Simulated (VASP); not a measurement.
Here is a VASP 6.6.1 calculation.

INCAR

```
PREC = Accurate ; ENCUT = 520
EDIFF = 1E-6 ; ISMEAR = -1
SIGMA = 0.05 ; LREAL = False
LASPH = True ; NELM = 100
ALGO = Normal ; ISIF = 2
LWAVE = False ; LCHARG = False
GGA = PE ; NBANDS = 20
```

The input KPOINTS:

```
regular mesh
0
Gamma
  10 8 7
```

The input POSCAR:

```
Ga
1.0
    2.8471000843      0.0000000000     -0.0367798362
    0.0000000000      3.2712153584      0.0000000000
   -1.4294604155      0.0000000000      4.1448075630
Ga
2
Direct
    0.1239716523      0.7500000000      0.7682535415
    0.8760283477      0.2500000000      0.2317464585
```

Potentials or basis: VASP PAW PBE potentials, release 64 (Ga_d).

Command:

```bash
$ cat potpaw_PBE.64/Ga_d/POTCAR > POTCAR
$ mpirun -np 1 vasp_std > vasp.out
```

Problem. What does it give for the pressure?

Solution. 0.0 GPa.

Problem. Estimate the band gap on the k mesh.

Solution. Zero (band 13 reaches 9.87 eV, above the bottom of band 14 at 1.46 eV).

Forces in eV/Å, atoms in the order of the input:
```
Ga  -0.003  0.000  0.000
Ga   0.003  0.000  0.000
```
